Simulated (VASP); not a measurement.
# Ag (P6_3/mmc) in VASP: notebook

The runs below take Ag through single point, relaxation of cell and atoms, with PBE.

All numbers are computed with VASP 6.6.1; they aren't measurements. Logs are shortened: lines on timing, memory, paths and dates and some standing lists are left out, and cuts for length are marked.

## 1. The cell of the first run

Symmetry: P6_3/mmc, No. 194, hexagonal system. Conventional cell: a = 2.749 Å, b = 2.749 Å, c = 4.492 Å, α = 90.00°, β = 90.00°, γ = 120.00°. Within 3.6 Å of Ag (site symmetry -6m2) lie 12 Ag at 2.75 Å.

## 2. Single point, PBE

Contents of INCAR:

```
PREC = Accurate ; ENCUT = 520
EDIFF = 1E-6 ; ISMEAR = -1
SIGMA = 0.08 ; LREAL = False
LASPH = True ; NELM = 80
ALGO = Normal ; ISIF = 2
LWAVE = False ; LCHARG = False
GGA = PE ; NBANDS = 18
```

Contents of KPOINTS:

```
regular mesh
0
Gamma
  16 16 9
```

Contents of POSCAR:

```
Ag
1.0
    2.7489659977      0.0000000000      0.0000000000
   -1.3744829989      2.3806743882      0.0000000000
    0.0000000000      0.0000000000      4.4924830791
Ag
2
Direct
    0.3333333333      0.6666666667      0.2500000000
    0.6666666667      0.3333333333      0.7500000000
```

Potentials or basis: VASP PAW PBE potentials, release 64 (Ag).

On the command line:

```bash
$ cat potpaw_PBE.64/Ag/POTCAR > POTCAR
$ mpirun -np 1 vasp_std > vasp.out
```

OUTCAR:

```text
PREC = Accurate
   ENCUT = 520
   EDIFF = 1E-6
   ISMEAR = -1
   LREAL = False
   LASPH = True
   NELM = 80
   ISIF = 2
   GGA = PE

 ion  position               nearest neighbor table
   1  0.333  0.667  0.250-   2 2.75   2 2.75   2 2.75   2 2.75   2 2.75   2 2.75
   2  0.667  0.333  0.750-   1 2.75   1 2.75   1 2.75   1 2.75   1 2.75   1 2.75

  LATTYP: Found a hexagonal cell.
 ALAT       =     2.7489659977
 C/A-ratio  =     1.6342446880

  Lattice vectors:

 A1 = (   2.7489659977,   0.0000000000,   0.0000000000)
 A2 = (  -1.3744829989,   2.3806743882,   0.0000000000)
 A3 = (   0.0000000000,   0.0000000000,   4.4924830791)

Analysis of symmetry for initial positions (statically):
=====================================================================
 Subroutine PRICEL returns:
 Original cell was already a primitive cell.

 Routine SETGRP: Setting up the symmetry group for a
 hexagonal supercell.

 Subroutine GETGRP returns: Found 24 space group operations
 (whereof 12 operations were pure point group operations)
 out of a pool of 24 trial point group operations.

The static configuration has the point symmetry D_3d.
 The point group associated with its full space group is D_6h.

Analysis of symmetry for dynamics (positions and initial velocities):
=====================================================================
 Subroutine PRICEL returns:
 Original cell was already a primitive cell.

 Routine SETGRP: Setting up the symmetry group for a
 hexagonal supercell.

 Subroutine GETGRP returns: Found 24 space group operations
 (whereof 12 operations were pure point group operations)
 out of a pool of 24 trial point group operations.

The dynamic configuration has the point symmetry D_3d.
 The point group associated with its full space group is D_6h.

 Subroutine INISYM returns: Found 24 space group operations
 (whereof 12 operations are pure point group operations),
 and found     1 'primitive' translations

----------------------------------------------------------------------------------------

                                     Primitive cell

  volume of cell :      29.4006

  direct lattice vectors                    reciprocal lattice vectors
[... 74 lines left out ...]
   ions per type =               2
   NGX,Y,Z   is equivalent  to a cutoff of  12.10, 12.10, 13.32 a.u.
   NGXF,Y,Z  is equivalent  to a cutoff of  24.19, 24.19, 26.64 a.u.
 SYSTEM =  unknown system
   PREC   = accura    normal or accurate (medium, high low for compatibility)
   ISTART =      0    job   : 0-new  1-cont  2-samecut
   ICHARG =      2    charge: 1-file 2-atom 10-const
   ISPIN  =      1    spin polarized calculation?
   LNONCOLLINEAR =      F non collinear calculations
   LSORBIT =      F    spin-orbit coupling
   LASPH  =      T    aspherical Exc in radial PAW
   ENCUT  =  520.0 eV  38.22 Ry    6.18 a.u.   5.11  5.11  8.35*2*pi/ulx,y,z
   NELM   =     80;   NELMIN=  2; NELMDL= -5     # of ELM steps
   EDIFF  = 0.1E-05   stopping-criterion for ELM
   LREAL  =      F    real-space projection
   EDIFFG = 0.1E-04   stopping-criterion for IOM
   NSW    =      0    number of steps for IOM
   IBRION =     -1    ionic relax: 0-MD 1-quasi-New 2-CG
   NFREE  =      0    steps in history (QN), initial steepest desc. (CG)
   ISIF   =      2    stress and relaxation
   ISYM   =      2    0-nonsym 1-usesym 2-fastsym
   POTIM  = 0.5000    time-step for ionic-motion
   TEBEG  =    0.0;   TEEND  =   0.0 temperature during run
   PSTRESS=    0.0 pullay stress
   NELECT =      22.0000    total number of electrons
   NUPDOWN=      -1.0000    fix difference up-down
   EMIN   =  10.00;   EMAX   =-10.00  energy-range for DOS
   EFERMI =   0.00;   METHOD = LEGACY
   ISMEAR =    -1;   SIGMA  =   0.08  broadening in eV -4-tet -1-fermi 0-gaus
   EFERMI_NEDOS =   21; number of points for ismear=-14 and -15
   IALGO  =     38    algorithm
   IMIX   =      4    mixing-type and parameters
     AMIX     =   0.40;   BMIX     =  1.00
     AMIX_MAG =   1.60;   BMIX_MAG =  1.00
  volume/ion in A,a.u.               =      14.70        99.20
  Fermi-wavevector in a.u.,A,eV,Ry     =   1.486268  2.808639 30.055167  2.208992
  Thomas-Fermi vector in A             =   2.599576
   LORBIT       =      0    0 simple, 1 ext, 2 COOP (PROOUT), +10 PAW based schemes
   GGA     = PE    functional components
   LHFCALC =     F    Hartree Fock is set to
   AEXX    =    0.0000 exact exchange contribution
   IVDW    =     0    specifies the selected vdW correction
   LEPSILON=     F    determine dielectric tensor
   LRPA    =     F    only Hartree local field effects (RPA)
 non-spin polarized calculation
  energy-cutoff  :      520.00
  volume of cell :       29.40
 maximum number of plane-waves:       804
   NGX = 11   NGY = 11   NGZ = 17

 number of electron      22.0000003 magnetization

 Free energy of the ion-electron system (eV)
  ---------------------------------------------------
  ext. energy  EPLUGINS =         0.00000000
  ---------------------------------------------------
  free energy    TOTEN  =        -4.94334456 eV

  energy without entropy =       -4.93282414  energy(sigma->0) =       -4.93808435

 E-fermi :  10.7023     XC(G=0): -13.1187

 val. band max:       10.6753823418   @ k =   0.4375   0.0625   0.3333
 cond. band min:      10.7238086269   @ k =   0.5000   0.0000   0.1111
 fundamental gap:      0.0484262852
 Fermi energy:        10.7023158005

 k-point     1 :       0.0000    0.0000    0.0000
  band No.  band energies     occupation
      1       1.7458      2.00000
      2       3.2345      2.00000
      3       5.2473      2.00000
      4       5.3657      2.00000
      5       5.3657      2.00000
      6       5.6805      2.00000
[... 481 lines left out ...]
      5       5.1414      2.00000
      6       5.7405      2.00000
[... 10 lines left out ...]
     17      25.8725      0.00000
     18      26.3186      0.00000

 [... further k-points ...]
[... 5 lines left out ...]
  --------------------------------------------------------------------------------------
  -------------------------------------------------------------------------------------
  Total        5.6219768      5.6219768      5.6198192     -0.0000000      0.0000000      0.0000000
  in kB      306.3682886    306.3682886    306.2507154     -0.0000000      0.0000000      0.0000000
  external PRESSURE =     306.3290975 kB  Pullay stress =       0.0000000 kB

 VOLUME and BASIS-vectors are now :
 -----------------------------------------------------------------------------
  energy-cutoff  :      520.00
  volume of cell :       29.40
      direct lattice vectors                 reciprocal lattice vectors
     2.748965998  0.000000000  0.000000000     0.363773143  0.210024522  0.000000000
    -1.374482999  2.380674388  0.000000000     0.000000000  0.420049044  0.000000000
     0.000000000  0.000000000  4.492483079     0.000000000  0.000000000  0.222594049

 POSITION                                       TOTAL-FORCE (eV/Angst)
 -----------------------------------------------------------------------------------
     -0.00000      1.58712      1.12312        -0.000000      0.000000      0.000000
      1.37448      0.79356      3.36936         0.000000      0.000000      0.000000
 -----------------------------------------------------------------------------------
    total drift:                                0.000000     -0.000000      0.000000

  FREE ENERGIE OF THE ION-ELECTRON SYSTEM (eV)
  ---------------------------------------------------
  free  energy   TOTEN  =        -4.9433445563 eV

  energy  without entropy=       -4.9328241357  energy(sigma->0) =       -4.93808435
```

OSZICAR:

```text
N       E                     dE             d eps       ncg     rms          rms(c)
DAV:   1     0.129735672963E+03    0.12974E+03   -0.12040E+04  5432   0.125E+03
DAV:   2    -0.337787974472E+01   -0.13311E+03   -0.12730E+03  5608   0.280E+02
DAV:   3    -0.551716286846E+01   -0.21393E+01   -0.21330E+01  6168   0.400E+01
DAV:   4    -0.552327283070E+01   -0.61100E-02   -0.61096E-02  5988   0.210E+00
DAV:   5    -0.552331827729E+01   -0.45447E-04   -0.45446E-04  5972   0.191E-01    0.113E+01
DAV:   6    -0.498701939548E+01    0.53630E+00   -0.10600E+00  5554   0.116E+01    0.684E+00
DAV:   7    -0.495058825164E+01    0.36431E-01   -0.37581E-02  6018   0.213E+00    0.309E+00
DAV:   8    -0.494332714603E+01    0.72611E-02   -0.33722E-03  5598   0.490E-01    0.196E-01
DAV:   9    -0.494333249863E+01   -0.53526E-05   -0.13610E-05  6214   0.328E-02    0.222E-02
DAV:  10    -0.494334618056E+01   -0.13682E-04   -0.54215E-06  5878   0.208E-02    0.131E-02
DAV:  11    -0.494334465368E+01    0.15269E-05   -0.10391E-07  3050   0.313E-03    0.635E-04
DAV:  12    -0.494334455633E+01    0.97345E-07   -0.15249E-08  2800   0.108E-03
   1 F= -.49433446E+01 E0= -.49380843E+01  d E =-.105204E-01
```

Run time: 21 s. Hardware: 1 thread of Intel Xeon 6975P-C (Granite Rapids), shared host; peak memory 0.19 GiB.

What came out:

| Quantity | Value |
| --- | --- |
| Free energy | -4.9433 eV |
| Pressure | 30.6 GPa |
| Band gap on the k mesh | zero (band 11 reaches 14.50 eV, above the bottom of band 12 at 7.14 eV) |

## 3. Single point, PBE

Contents of INCAR:

```
SYSTEM = Ag
ALGO = Normal
EDIFF = 1E-6
ENCUT = 520
GGA = PE
ISIF = 2
ISMEAR = -1
LASPH = .TRUE.
LCHARG = .TRUE.
LELF = .TRUE.
LREAL = .FALSE.
LVHAR = .TRUE.
LWAVE = .FALSE.
NBANDS = 18
NELM = 100
PREC = Accurate
SIGMA = 0.08
```

Contents of KPOINTS:

```
k-points
0
G
  16 16 9
  0 0 0
```

Contents of POSCAR:

```
Ag
1.0
    2.7491827277      0.0000000000      0.0000000000
   -1.3745913639      2.3808620818      0.0000000000
    0.0000000000      0.0000000000      4.4929291169
Ag
2
Direct
    0.3333333333      0.6666666667      0.2500000000
    0.6666666667      0.3333333333      0.7500000000
```

Potentials or basis: VASP PAW PBE potentials, release 64 (Ag).

On the command line:

```bash
$ cat potpaw_PBE.64/Ag/POTCAR > POTCAR
$ mpirun -np 1 vasp_std > vasp.out
```

Wall time 62 s (1 thread of AMD EPYC 9R45 (Zen 5), shared host); peak memory 0.15 GiB.

It converged, with:

```
Free energy            : -4.9448 eV
Pressure               : 30.6 GPa
Band gap on the k mesh : zero (band 11 reaches 14.49 eV, above the bottom of band 12 at 7.14 eV)
```

Levels at points of the mesh, in eV from the Fermi level:
```
           k point  band 8  band 9  band 10  band 11  band 12  band 13  band 14  band 15
(0.00, 0.00, 0.00)   -4.57   -4.57    -3.26    -3.26    -0.86     4.46    15.96    18.05
(0.50, 0.00, 0.00)   -3.08   -3.00    -2.89     0.07     1.93     7.62     7.83    10.80
```

(Part 1 of 2 ends here.)
